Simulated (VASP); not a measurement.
C: single point with PBE

Crystal: C.

```xyz
12
Lattice="4.9193 0.0000 0.0000 -2.4596 4.2602 0.0000 0.0000 0.0000 3.4371" Properties=species:S:1:pos:R:3 pbc="T T T"
C     1.4234    0.0000    0.0000
C    -0.7117    1.2327    2.2914
C     1.7480    3.0276    1.1457
C     3.4959    0.0000    1.7185
C    -1.7480    3.0276    0.5728
C     0.7117    1.2327    2.8642
C     0.0000    3.4832    2.5778
C    -0.5569    2.5186    1.4321
C     0.5569    2.5186    0.2864
C     2.4596    0.7770    0.8593
C     3.0166    1.7416    3.1506
C     1.9027    1.7416    2.0049
```

```
Program             : VASP 6.6.1
Task                : single point
Functional          : PBE
Potentials or basis : VASP PAW PBE potentials, release 64 (C)
Cutoff              : 520 eV
k mesh              : 6 × 6 × 8
Occupations         : gaussian, width 0.02 eV
Spin                : no spin polarisation
```

```
Pressure               : 0.6 GPa
Largest force          : 0.011 eV/Å
Band gap on the k mesh : 4.27 eV, indirect (least direct gap 4.75 eV)
```

Forces on the atoms (eV/Å):
```
C   -0.011  0.000  0.000
C    0.006 -0.010  0.000
C    0.006  0.010  0.000
C    0.011  0.000  0.000
C   -0.006  0.010  0.000
C   -0.006 -0.010  0.000
C    0.000  0.003  0.000
C   -0.002 -0.001  0.000
C    0.002 -0.001  0.000
C    0.000 -0.003  0.000
C    0.002  0.001  0.000
C   -0.002  0.001  0.000
```

Levels at points of the mesh, in eV from the valence-band top:
```
           k point  band 21  band 22  band 23  band 24  band 25  band 26  band 27  band 28
(0.00, 0.00, 0.00)    -3.07    -1.58    -1.58    -1.12     5.27     5.92     5.92     6.42
(0.50, 0.00, 0.00)    -2.52    -2.04    -1.30    -1.05     5.07     5.30     6.68     7.27
(0.00, 0.00, 0.50)    -1.67    -1.67    -0.08    -0.08     5.50     5.50     7.98     7.98
(0.50, 0.00, 0.50)    -1.88    -1.88    -0.85    -0.85     6.31     6.31     7.81     7.81
```

Run time: 91 s on 1 thread of Intel(R) Xeon(R) Platinum 8488C (Sapphire Rapids), with other jobs on the host, peak memory 0.21 GiB.

A k mesh can miss the band edges. PBE gaps usually lie below the measured ones, often by a third to a half.
